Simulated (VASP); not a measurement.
# C (P-1) in VASP: relaxation of cell and atoms with PBE

Aim: the relaxation of cell and atoms of C with PBE.

Program: VASP 6.6.1. These are calculated values, not measurements. Logs are shortened: lines on timing, memory, paths and dates and some standing lists are left out, and cuts for length are marked.

**1. The cell of the first run**

The typed cell holds 2 atoms: a = 3.635 Å, b = 3.635 Å, c = 3.635 Å, α = 39.49°, β = 39.49°, γ = 39.49°.

**2. Relaxation of cell and atoms, PBE, target pressure 5 GPa, at which the enthalpy is minimised**

INCAR

```
  ALGO = Normal
  EDIFF = 1E-6
  EDIFFG = -0.01
  ENCUT = 600
  GGA = PE
  IBRION = 2
  ISIF = 3
  ISMEAR = -1
  LASPH = T
  LCHARG = F
  LREAL = F
  LWAVE = F
  NELM = 60
  NSW = 60
  PREC = Accurate
  PSTRESS = 50.0
  SIGMA = 0.05
```

KPOINTS

```
k-points
0
Gamma
  13 13 13
```

POSCAR

```
C
1.0
    1.2280263500      0.7090013400      3.3470108400
   -1.2280263500      0.7090013400      3.3470108400
    0.0000000000     -1.4180026800      3.3470108400
C
2
Direct
    0.1612394700      0.1359739000      0.2313502200
    0.8387605300      0.8640261000      0.7686497800
```

Potentials or basis: VASP PAW PBE potentials, release 64 (C).

Command:

```
$ cat potpaw_PBE.64/C/POTCAR > POTCAR
$ mpirun -np 1 vasp_std > vasp.out
```

OUTCAR:

```text
EDIFF = 1E-6
   EDIFFG = -0.01
   ENCUT = 600
   GGA = PE
   IBRION = 2
   ISIF = 3
   ISMEAR = -1
   LASPH = T
   LREAL = F
   NELM = 60
   NSW = 60
   PREC = Accurate
   PSTRESS = 50.0

 ion  position               nearest neighbor table
   1  0.161  0.136  0.231-   2 1.20   2 1.51   2 1.61
   2  0.839  0.864  0.769-   1 1.20   1 1.51   1 1.61

  LATTYP: Found a trigonal (rhomboedric) cell.
 ALAT       =     3.6349983741
 COS(alpha) =     0.7717362619

  Lattice vectors:

 A1 = (   1.2280263500,   0.7090013400,   3.3470108400)
 A2 = (  -1.2280263500,   0.7090013400,   3.3470108400)
 A3 = (   0.0000000000,  -1.4180026800,   3.3470108400)

Analysis of symmetry for initial positions (statically):
=====================================================================
 Subroutine PRICEL returns:
 Original cell was already a primitive cell.

 Routine SETGRP: Setting up the symmetry group for a
 trigonal (rhombohedral) supercell.

 Subroutine GETGRP returns: Found  2 space group operations
 (whereof  2 operations were pure point group operations)
 out of a pool of 12 trial point group operations.

The static configuration has the point symmetry S_2 .

Analysis of symmetry for dynamics (positions and initial velocities):
=====================================================================
 Subroutine PRICEL returns:
 Original cell was already a primitive cell.

 Routine SETGRP: Setting up the symmetry group for a
 trigonal (rhombohedral) supercell.

 Subroutine GETGRP returns: Found  2 space group operations
 (whereof  2 operations were pure point group operations)
 out of a pool of 12 trial point group operations.

The dynamic configuration has the point symmetry S_2 .

 Subroutine INISYM returns: Found  2 space group operations
 (whereof  2 operations are pure point group operations),
 and found     1 'primitive' translations

----------------------------------------------------------------------------------------

                                     Primitive cell

  volume of cell :      17.4849

  direct lattice vectors                    reciprocal lattice vectors
     1.228026350  0.709001340  3.347010840     0.407157387  0.235072428  0.099591352
    -1.228026350  0.709001340  3.347010840    -0.407157387  0.235072428  0.099591352
     0.000000000 -1.418002680  3.347010840     0.000000000 -0.470144857  0.099591352

  length of vectors
     3.634998374  3.634998374  3.634998372     0.480577384  0.480577384  0.480577386

  position of ions in fractional coordinates (direct lattice)
     0.161239470  0.135973900  0.231350220
     0.838760530  0.864026100  0.768649780

  ion indices of the primitive-cell ions
   primitive index   ion index
                 1           1
                 2           2

----------------------------------------------------------------------------------------

 KPOINTS: k-points

Automatic generation of k-mesh.
 Grid dimensions read from file:
 generate k-points for:   13   13   13

 Generating k-lattice:

  Cartesian coordinates                     Fractional coordinates (reciprocal lattice)
     0.031319799  0.018082494  0.007660873     0.076923077  0.000000000  0.000000000
    -0.031319799  0.018082494  0.007660873     0.000000000  0.076923077  0.000000000
     0.000000000 -0.036164989  0.007660873     0.000000000  0.000000000  0.076923077

  Length of vectors
     0.036967491  0.036967491  0.036967491

  Shift w.r.t. Gamma in fractional coordinates (k-lattice)
     0.000000000  0.000000000  0.000000000

 Subroutine IBZKPT returns following result:
 ===========================================

 Found   1099 irreducible k-points:

 Following reciprocal coordinates:
            Coordinates               Weight
  0.000000  0.000000  0.000000      1.000000
  0.076923  0.000000  0.000000      2.000000
  0.000000  0.076923  0.000000      2.000000
  0.000000  0.000000  0.076923      2.000000
  0.153846  0.000000  0.000000      2.000000
  0.000000  0.153846  0.000000      2.000000
[... 16 lines left out ...]
  0.153846  0.076923  0.000000      2.000000
 -0.153846  0.000000 -0.076923      2.000000
 [... further k-points ...]
   k-points           NKPTS =   1099   k-points in BZ     NKDIM =   1099   number of bands    NBANDS=      8
   number of dos      NEDOS =    301   number of ions     NIONS =      2
   total plane-waves  NPLWV =  27000
   dimension x,y,z NGX =    30 NGY =   30 NGZ =   30
   dimension x,y,z NGXF=    60 NGYF=   60 NGZF=   60
   ions per type =               2
   NGX,Y,Z   is equivalent  to a cutoff of  13.72, 13.72, 13.72 a.u.
   NGXF,Y,Z  is equivalent  to a cutoff of  27.44, 27.44, 27.44 a.u.
 SYSTEM =  unknown system
   PREC   = accura    normal or accurate (medium, high low for compatibility)
   ISTART =      0    job   : 0-new  1-cont  2-samecut
   ICHARG =      2    charge: 1-file 2-atom 10-const
   ISPIN  =      1    spin polarized calculation?
   LNONCOLLINEAR =      F non collinear calculations
   LSORBIT =      F    spin-orbit coupling
   LASPH  =      T    aspherical Exc in radial PAW
   ENCUT  =  600.0 eV  44.10 Ry    6.64 a.u.   7.26  7.26  7.26*2*pi/ulx,y,z
   NELM   =     60;   NELMIN=  2; NELMDL= -5     # of ELM steps
   EDIFF  = 0.1E-05   stopping-criterion for ELM
   LREAL  =      F    real-space projection
   EDIFFG = -.1E-01   stopping-criterion for IOM
   NSW    =     60    number of steps for IOM
   IBRION =      2    ionic relax: 0-MD 1-quasi-New 2-CG
   NFREE  =      1    steps in history (QN), initial steepest desc. (CG)
   ISIF   =      3    stress and relaxation
   ISYM   =      2    0-nonsym 1-usesym 2-fastsym
   POTIM  = 0.5000    time-step for ionic-motion
   TEBEG  =    0.0;   TEEND  =   0.0 temperature during run
   PSTRESS=   50.0 pullay stress
   NELECT =       8.0000    total number of electrons
   NUPDOWN=      -1.0000    fix difference up-down
   EMIN   =  10.00;   EMAX   =-10.00  energy-range for DOS
   EFERMI =   0.00;   METHOD = LEGACY
   ISMEAR =    -1;   SIGMA  =   0.05  broadening in eV -4-tet -1-fermi 0-gaus
   EFERMI_NEDOS =   21; number of points for ismear=-14 and -15
   IALGO  =     38    algorithm
   IMIX   =      4    mixing-type and parameters
     AMIX     =   0.40;   BMIX     =  1.00
     AMIX_MAG =   1.60;   BMIX_MAG =  1.00
  volume/ion in A,a.u.               =       8.74        59.00
  Fermi-wavevector in a.u.,A,eV,Ry     =   1.261490  2.383870 21.651724  1.591357
  Thomas-Fermi vector in A             =   2.394946
   LORBIT       =      0    0 simple, 1 ext, 2 COOP (PROOUT), +10 PAW based schemes
   GGA     = PE    functional components
   LHFCALC =     F    Hartree Fock is set to
   AEXX    =    0.0000 exact exchange contribution
   IVDW    =     0    specifies the selected vdW correction
   LEPSILON=     F    determine dielectric tensor
   LRPA    =     F    only Hartree local field effects (RPA)
 conjugate gradient relaxation of ions
 non-spin polarized calculation
  energy-cutoff  :      600.00
  volume of cell :       17.48
 maximum number of plane-waves:       597
 NGX is ok and might be reduce to    30
   NGX = 15   NGY = 15   NGZ = 15

--------------------------------------- Ionic step        1  -------------------------------------------

 number of electron       8.0000000 magnetization

 Free energy of the ion-electron system (eV)
  ---------------------------------------------------
  ext. energy  EPLUGINS =         0.00000000
  ---------------------------------------------------
  free energy    TOTEN  =       -16.40131515 eV

  energy without entropy =      -16.39951019  energy(sigma->0) =      -16.40041267

------------------------ aborting loop because EDIFF is reached ----------------------------------------

  FORCE on cell =-STRESS in cart. coord.  units (eV):
  Direction    XX          YY          ZZ          XY          YZ          ZX
  --------------------------------------------------------------------------------------
  -------------------------------------------------------------------------------------
  Total        0.6201660     10.0020741      0.0260919      0.5466370      2.9542997     -0.1704412
  in kB       56.8270895    916.5107021      2.3908503     50.0894742    270.7085827    -15.6178755
  external PRESSURE =     275.2428806 kB  Pullay stress =      50.0000000 kB
[... 97 lines left out ...]
  energy  without entropy=      -16.5504983522  energy(sigma->0) =      -16.55105443

  enthalpy is  TOTEN    =       -15.8961672926 eV   P V=        0.6554432205

 E-fermi :   3.2016     XC(G=0):  -9.7449

 val. band max:        3.2015310751   @ k =   0.2308   0.2308   0.2308
 cond. band min:       3.2124112232   @ k =   0.0769  -0.3846   0.4615
 fundamental gap:      0.0108801482
 Fermi energy:         3.2015858555

 k-point     1 :       0.0000    0.0000    0.0000
  band No.  band energies     occupation
      1     -14.8105      2.00000
      2      -1.8982      2.00000
      3      -1.8604      2.00000
      4       2.1466      2.00000
      5       3.2843      0.32130
      6       8.8825      0.00000
      7      11.9488      0.00000
      8      13.3723      0.00000
[... 243 lines left out ...]
 k-point    24 :      -0.1538    0.0000   -0.0769
  band No.  band energies     occupation
      1     -14.3818      2.00000
      2      -3.2216      2.00000
      3      -1.5623      2.00000
      4       1.7417      2.00000
      5       3.8051      0.00001
      6       9.5411      0.00000
      7      10.9447      0.00000
      8      14.0364      0.00000

 [... further k-points ...]

[... ionic steps 4 to 34 ...]

--------------------------------------- Ionic step       35  -------------------------------------------

 number of electron       8.0000000 magnetization

------------------------ aborting loop because EDIFF is reached ----------------------------------------
[... 71 lines left out ...]
--------------------------------------- Ionic step       37  -------------------------------------------

 number of electron       8.0000000 magnetization

 Free energy of the ion-electron system (eV)
  ---------------------------------------------------
  ext. energy  EPLUGINS =         0.00000000
  ---------------------------------------------------
  free energy    TOTEN  =       -18.41127905 eV

  energy without entropy =      -18.41126337  energy(sigma->0) =      -18.41127121

 E-fermi :   5.1161     XC(G=0): -10.5618

 val. band max:        4.8330288389   @ k =  -0.0000  -0.3077   0.3077
 cond. band min:       5.3899928137   @ k =   0.3077   0.0000  -0.3077
 fundamental gap:      0.5569639748
 Fermi energy:         5.1160886557

 k-point     1 :       0.0000    0.0000    0.0000
  band No.  band energies     occupation
      1     -14.7482      2.00000
      2      -1.4057      2.00000
      3       2.0377      2.00000
      4       2.0408      2.00000
      5       9.5541      0.00000
      6      13.4753      0.00000
      7      13.4834      0.00000
      8      16.4804      0.00000
[... 243 lines left out ...]
 k-point    24 :      -0.1538    0.0000   -0.0769
  band No.  band energies     occupation
      1     -14.3010      2.00000
      2      -1.0943      2.00000
      3       0.5662      2.00000
      4       1.1540      2.00000
      5      10.3930      0.00000
      6      13.8086      0.00000
      7      14.9087      0.00000
      8      15.0690      0.00000

 [... further k-points ...]

------------------------ aborting loop because EDIFF is reached ----------------------------------------

  FORCE on cell =-STRESS in cart. coord.  units (eV):
  Direction    XX          YY          ZZ          XY          YZ          ZX
  --------------------------------------------------------------------------------------
  -------------------------------------------------------------------------------------
  Total        0.5266662      0.5200578      0.5207671      0.0086487     -0.0005950      0.0051814
  in kB       49.6757095     49.0523916     49.1192982      0.8157535     -0.0561183      0.4887178
  external PRESSURE =      -0.7175336 kB  Pullay stress =      50.0000000 kB
[... 21 lines left out ...]
  energy  without entropy=      -18.4112633696  energy(sigma->0) =      -18.41127121

  enthalpy is  TOTEN    =       -17.8811746423 eV   P V=        0.5301044033

 reached required accuracy - stopping structural energy minimisation
```

It took 38 min on 1 thread of Intel Xeon 6975P-C (Granite Rapids), shared host; peak memory 0.29 GiB.

What came out:

```yaml
Free_energy: -18.4113 eV
Relaxed_volume: 8.49 Å³/atom
Relaxed_cell: a = 3.537 Å, b = 3.558 Å, c = 3.545 Å, α = 40.46°, β = 40.59°, γ = 40.51°
Space_group_after_relaxing_to_0.1_Å: R-3m (No. 166)
Energy_change_on_relaxing_the_run_minimises_the_enthalpy: -1005.0 meV/atom
Ionic_steps: 37
Pressure_after_relaxing: 4.9 GPa
Largest_force_after_relaxing: 0.010 eV/Å
```

Forces in eV/Å, atoms in the order of the input:
```
C    0.004 -0.003 -0.009
C   -0.004  0.003  0.009
```

The path:
```
step  energy change (eV)  largest force (eV/Å)  pressure (GPa)  volume (Å³)
   1              0.0000               15.6421           32.52        17.48
   2             -0.1709                1.2613          -27.56        21.15
   3             -0.1503                2.0524          -18.58        21.00
   4             -0.1696                1.7272          -22.84        21.07
   5             -1.6038                6.0056           38.34        16.10
   6             -1.9809                0.8009            1.49        17.23
   7             -1.9894                0.7358            4.85        17.08
   8             -1.9884                0.8685            6.76        17.00
   9             -1.8984                3.1978            6.69        17.07
  10             -2.0030                0.4285            6.18        17.02
  11             -1.9982                0.8944            2.74        17.16
  12             -2.0081                0.1281            4.94        17.07
  13             -2.0075                0.3185            5.04        17.07
  14             -2.0083                0.0520            4.97        17.07
  15             -2.0085                0.0374            5.11        17.07
  16             -2.0085                0.0776            5.21        17.07
  17             -2.0088                0.0628            5.13        17.07
  18             -2.0095                0.1476            4.91        17.09
  19             -2.0096                0.1429            4.89        17.09
  20             -2.0101                0.1320            4.79        17.09
  21             -2.0109                0.1131            4.60        17.10
  22             -2.0123                0.0946            4.20        17.12
  23             -2.0139                0.1481            3.38        17.15
  24             -2.0140                0.1029            3.58        17.15
  25             -2.0136                0.0487            4.17        17.12
  26             -2.0134                0.0758            4.29        17.11
  27             -2.0130                0.0279            4.63        17.09
  28             -2.0126                0.0231            4.93        17.08
  29             -2.0125                0.0131            4.95        17.07
  30             -2.0122                0.0256            5.01        17.06
  31             -2.0121                0.0184            4.98        17.06
  32             -2.0118                0.0205            4.89        17.05
  33             -2.0117                0.0277            4.84        17.05
  34             -2.0115                0.0206            4.84        17.04
  35             -2.0108                0.0205            4.84        17.02
  36             -2.0105                0.0309            4.81        17.01
  37             -2.0100                0.0100            4.93        16.99
```

Final structure:
```
C
1.0
     1.21146    0.69584    3.24961
    -1.24476    0.69532    3.25985
    -0.01605   -1.43174    3.24318
C
2
Direct
  0.33343 0.33343 0.83340
  0.66657 0.66657 0.16660
```

Caveat: the cell is relaxed towards a set pressure, so the run minimises the enthalpy, not the energy; this functional lacks dispersion, which binds the layers, so the pressure and a relaxed spacing across them are unreliable.
